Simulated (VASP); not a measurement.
The system is TlPdCl3.

```
Tl Pd Cl
1.0
     4.60699    0.00000    0.00000
     0.00000    4.60699    0.00000
     0.00000    0.00000    4.60699
Tl Pd Cl
1 1 3
Cartesian
  2.3035 2.3035 2.3035
  0.0000 0.0000 0.0000
  0.0000 2.3035 2.3035
  2.3035 0.0000 2.3035
  2.3035 2.3035 0.0000
```

The cell was generated, and may not be a known phase.

Base run:

| Property | Result |
| --- | --- |
| Program | VASP 6.6.1 |
| Functional | PBE |
| Potentials or basis | VASP PAW PBE potentials, release 64 (Tl_d, Pd, Cl) |
| Cutoff | 520 eV |
| k mesh | 4 × 4 × 4 |
| Occupations | gaussian, width 0.1 eV |
| Spin | no spin polarisation |

Its results: pressure 33.6 GPa.

Task: The run is repeated on the same cell with these changes: spin from no spin polarisation to collinear spin; further incar settings from ALGO = Normal; EDIFF = 1e-06; NBANDS = 30 to ALGO = Normal; EDIFF = 1e-07; NBANDS = 34. What comes out?

Result: Pressure 33.7 GPa; net moment -0.25 μB per cell; site moments Tl +0.01; Pd -0.25; Cl -0.01 μB.

Caveats: the cell stands under pressure; a moment this small can come from the mesh or the smearing (at least some runs).
